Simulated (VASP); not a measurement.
# ZrO2 (Fm-3m) in VASP: a series of runs

The runs below take ZrO2 through vibrations by perturbation theory, dielectric tensor, with PBEsol, r2SCAN.

Everything below comes from runs of VASP 6.6.1. Logs are shortened: lines on timing, memory, paths and dates and some standing lists are left out, and cuts for length are marked.

## (1) The cell of the first run

It takes space group Fm-3m (No. 225, cubic). The conventional cell has a = 5.064 Å, b = 5.064 Å, c = 5.064 Å, α = 90.00°, β = 90.00°, γ = 90.00°. Within 2.9 Å of Zr (site symmetry m-3m) lie 8 O at 2.19 Å. O (site symmetry -43m) has 4 Zr at 2.19 Å and 6 O at 2.53 Å within 2.9 Å.

## (2) Vibrations by perturbation theory, PBEsol

INCAR reads:

```
  PREC = Accurate
  ENCUT = 600
  EDIFF = 1E-8
  ISMEAR = 0
  SIGMA = 0.01
  LREAL = False
  LASPH = True
  NELM = 120
  ALGO = Normal
  ISIF = 2
  LWAVE = False
  LCHARG = False
  GGA = PS
  NBANDS = 19
  IBRION = 8
  NSW = 1
  LEPSILON = True
  GGA_COMPAT = False
```

KPOINTS reads:

```
Automatic mesh
0
Gamma
  6 6 6
```

POSCAR reads:

```
ZrO2
1.0
    0.0000000000      2.5320464886      2.5320464886
    2.5320464886      0.0000000000      2.5320464886
    2.5320464886      2.5320464886      0.0000000000
Zr O
1 2
Direct
    0.0000000000      0.0000000000      0.0000000000
    0.7500000000      0.7500000000      0.7500000000
    0.2500000000      0.2500000000      0.2500000000
```

Potentials or basis: VASP PAW PBE potentials, release 64 (Zr_sv, O).

Started as:

```
cat potpaw_PBE.64/Zr_sv/POTCAR potpaw_PBE.64/O/POTCAR > POTCAR
mpirun -np 1 vasp_std > vasp.out
```

OUTCAR:

```text
PREC = Accurate
   ENCUT = 600
   EDIFF = 1E-8
   ISMEAR = 0
   LREAL = False
   LASPH = True
   NELM = 120
   ISIF = 2
   GGA = PS
   IBRION = 8
   NSW = 1
   LEPSILON = True

 ion  position               nearest neighbor table
   1  0.000  0.000  0.000-   2 2.19   2 2.19   2 2.19   2 2.19   3 2.19   3 2.19   3 2.19   3 2.19

   2  0.750  0.750  0.750-   1 2.19   1 2.19   1 2.19   1 2.19
   3  0.250  0.250  0.250-   1 2.19   1 2.19   1 2.19   1 2.19

  LATTYP: Found a face centered cubic cell.
 ALAT       =     5.0640929772

  Lattice vectors:

 A1 = (   0.0000000000,   2.5320464886,   2.5320464886)
 A2 = (   2.5320464886,   0.0000000000,   2.5320464886)
 A3 = (   2.5320464886,   2.5320464886,   0.0000000000)

Analysis of symmetry for initial positions (statically):
=====================================================================
 Subroutine PRICEL returns:
 Original cell was already a primitive cell.

 Routine SETGRP: Setting up the symmetry group for a
 face centered cubic supercell.

 Subroutine GETGRP returns: Found 48 space group operations
 (whereof 48 operations were pure point group operations)
 out of a pool of 48 trial point group operations.

The static configuration has the point symmetry O_h .

Analysis of symmetry for dynamics (positions and initial velocities):
=====================================================================
 Subroutine PRICEL returns:
 Original cell was already a primitive cell.

 Routine SETGRP: Setting up the symmetry group for a
 face centered cubic supercell.

 Subroutine GETGRP returns: Found 48 space group operations
 (whereof 48 operations were pure point group operations)
 out of a pool of 48 trial point group operations.

The dynamic configuration has the point symmetry O_h .

 Subroutine INISYM returns: Found 48 space group operations
 (whereof 48 operations are pure point group operations),
[... 591 lines left out ...]
  x     0.00000     0.00000     0.00000     0.00000     0.00000     0.00000
  y     0.00000     0.00000     0.00000     0.00000     0.00000     0.00000
  z     0.00000     0.00000     0.00000     0.00000     0.00000     0.00000

 PIEZOELECTRIC TENSOR (including local field effects)  for field in x, y, z        (C/m^2)
          XX          YY          ZZ          XY          YZ          ZX
  --------------------------------------------------------------------------------
  x     0.00000     0.00000     0.00000     0.00000     0.00000     0.00000
  y     0.00000     0.00000     0.00000     0.00000     0.00000     0.00000
  z     0.00000     0.00000     0.00000     0.00000     0.00000     0.00000

 BORN EFFECTIVE CHARGES (including local field effects) (in |e|, cummulative output)
 ---------------------------------------------------------------------------------
 ion    1
    1     5.74651     0.00000     0.00000
    2     0.00000     5.74651     0.00000
    3     0.00000     0.00000     5.74651
 ion    2
    1    -2.87326     0.00000     0.00000
    2     0.00000    -2.87326     0.00000
    3     0.00000     0.00000    -2.87326
 ion    3
    1    -2.87326     0.00000     0.00000
    2     0.00000    -2.87326     0.00000
    3     0.00000     0.00000    -2.87326

 INTERNAL STRAIN TENSOR FOR ION    3 for displacements in x,y,z  (eV/Angst):
          X           Y           Z          XY          YZ          ZX
  --------------------------------------------------------------------------------
  x     0.00000    -0.00000     0.00000     0.00000    -7.33332     0.00000
  y    -0.00000     0.00000     0.00000     0.00000     0.00000    -7.33332
  z    -0.00000     0.00000     0.00000    -7.33332     0.00000     0.00000

 SECOND DERIVATIVES (NOT SYMMETRIZED)
 ------------------------------------
               1X          1Y          1Z          2X          2Y          2Z          3X          3Y          3Z
  1X    -5.421792    0.000000    0.000000    2.710896    0.000000    0.000000    2.710896    0.000000    0.000000
  1Y     0.000000   -5.421792    0.000000    0.000000    2.710896    0.000000    0.000000    2.710896    0.000000
  1Z     0.000000    0.000000   -5.421792    0.000000    0.000000    2.710896    0.000000    0.000000    2.710896
  2X     2.705830    0.000000    0.000000  -10.825067    0.000000    0.000000    8.119237    0.000000    0.000000
  2Y     0.000000    2.705830   -0.000000    0.000000  -10.825067    0.000000    0.000000    8.119237    0.000000
  2Z     0.000000   -0.000000    2.705830    0.000000    0.000000  -10.825067    0.000000    0.000000    8.119237
  3X     2.705830    0.000000    0.000000    8.119237    0.000000    0.000000  -10.825067    0.000000    0.000000
  3Y     0.000000    2.705830   -0.000000    0.000000    8.119237    0.000000    0.000000  -10.825067    0.000000
  3Z     0.000000   -0.000000    2.705830    0.000000    0.000000    8.119237    0.000000    0.000000  -10.825067

 Eigenvectors and eigenvalues of the dynamical matrix
 ----------------------------------------------------

   1 f  =   17.011009 THz   106.883321 2PiTHz  567.426177 cm-1    70.351848 meV
             X         Y         Z           dx          dy          dz
      0.000000  0.000000  0.000000    -0.000000   -0.000000    0.000000
      3.798070  3.798070  3.798070     0.013551   -0.632719   -0.315410
      1.266023  1.266023  1.266023    -0.013551    0.632719    0.315410
[... 43 lines left out ...]
   9 f/i=    0.003066 THz     0.019265 2PiTHz    0.102277 cm-1     0.012681 meV
             X         Y         Z           dx          dy          dz
      0.000000  0.000000  0.000000     0.039741    0.162195    0.843839
      3.798070  3.798070  3.798070     0.016659    0.067990    0.353729
      1.266023  1.266023  1.266023     0.016659    0.067990    0.353729

--------------------------------------------------------------------------------------------------------

 MACROSCOPIC STATIC DIELECTRIC TENSOR IONIC CONTRIBUTION
 ------------------------------------------------------
          33.967021    -0.000000     0.000000
          -0.000000    33.967021     0.000000
           0.000000     0.000000    33.967021
 ------------------------------------------------------

 ELASTIC MODULI CONTR FROM IONIC RELAXATION (kBar)
 Direction    XX          YY          ZZ          XY          YZ          ZX
 --------------------------------------------------------------------------------
 XX          -0.0000      0.0000     -0.0000     -0.0000      0.0000     -0.0000
 YY           0.0000     -0.0000     -0.0000     -0.0000     -0.0000      0.0000
 ZZ          -0.0000     -0.0000     -0.0000      0.0000      0.0000      0.0000
 XY          -0.0000     -0.0000      0.0000   -280.1679      0.0000      0.0000
 YZ           0.0000     -0.0000      0.0000      0.0000   -280.1679     -0.0000
 ZX          -0.0000      0.0000      0.0000      0.0000     -0.0000   -280.1679
 --------------------------------------------------------------------------------

 PIEZOELECTRIC TENSOR IONIC CONTR  for field in x, y, z        (C/m^2)
          XX          YY          ZZ          XY          YZ          ZX
  --------------------------------------------------------------------------------
  x    -0.00000     0.00000     0.00000    -0.00000     0.00000    -0.00000
  y    -0.00000    -0.00000    -0.00000    -0.00000     0.00000     0.00000
  z    -0.00000     0.00000    -0.00000     0.00000     0.00000     0.00000
```

OSZICAR:

```text
N       E                     dE             d eps       ncg     rms          rms(c)
DAV:   1     0.192320496461E+03    0.19232E+03   -0.15383E+04   608   0.145E+03
DAV:   2    -0.257576937093E+02   -0.21808E+03   -0.21085E+03   726   0.360E+02
DAV:   3    -0.355485670392E+02   -0.97909E+01   -0.97263E+01   896   0.726E+01
[... 243 lines left out ...]
RMM:   9    -0.366465935109E+00    0.56973E-06   -0.22279E-07  3875   0.183E-03    0.841E-05
RMM:  10    -0.366465463785E+00    0.47132E-06    0.18084E-07  3912   0.893E-04    0.495E-05
RMM:  11    -0.366465564645E+00   -0.10086E-06    0.35594E-07  4058   0.446E-04    0.132E-05
RMM:  12    -0.366465414401E+00    0.15024E-06    0.25387E-07  4074   0.235E-04    0.517E-06
RMM:  13    -0.366465460338E+00   -0.45937E-07    0.11034E-07  4140   0.134E-04    0.856E-06
RMM:  14    -0.366465459054E+00    0.12832E-08    0.57582E-08  4150   0.845E-05    0.546E-06
 Linear response finished
```

stdout:

```text
POSCAR found type information on POSCAR ZrO
 POSCAR found :  2 types and       3 ions
 scaLAPACK will be used
 -----------------------------------------------------------------------------
|                                                                             |
|                                                                             |
[... 39 lines left out ...]
 first order change of Fermi-energy   0.25030E-01
 force on displaced ion       1 direction 1 :  -5.422   0.000   0.000
 Born effective charge ion    1 direction 1 :   5.746   0.000   0.000
 Linear response progress:
 first order change of Fermi-energy  -0.37427E-04
 force on displaced ion       2 direction 1 : -10.825   0.000   0.000
 Born effective charge ion    2 direction 1 :  -2.874   0.000   0.000
 Born effective charges drift removed
 Linear response finished
```

Run time: 3.7 min. Hardware: 1 thread of Intel Xeon 6975P-C (Granite Rapids), shared host; peak memory 0.28 GiB.

Results:

```
Electronic dielectric tensor (diagonal)                 : 5.85
Born charges (mean of the diagonal)                     : Zr +5.75; O -2.87 e
Highest phonon frequency at Γ, LO-TO splitting left out : 567 cm⁻¹
```

Phonon frequencies in cm⁻¹ (negative: imaginary):
```
              q point                    frequencies
(0.000, 0.000, 0.000)  0 0 0 249 249 249 567 567 567
```

Electronic dielectric tensor:
```
5.85 0.00 0.00
0.00 5.85 0.00
0.00 0.00 5.85
```

Born effective charge tensors (e):
atom 1, Zr
```
5.75 0.00 0.00
0.00 5.75 0.00
0.00 0.00 5.75
```
atom 2, O
```
-2.87  0.00  0.00
 0.00 -2.87  0.00
 0.00  0.00 -2.87
```
atom 3, O
```
-2.87  0.00  0.00
 0.00 -2.87  0.00
 0.00  0.00 -2.87
```

(Continued in part 2 of 2.)
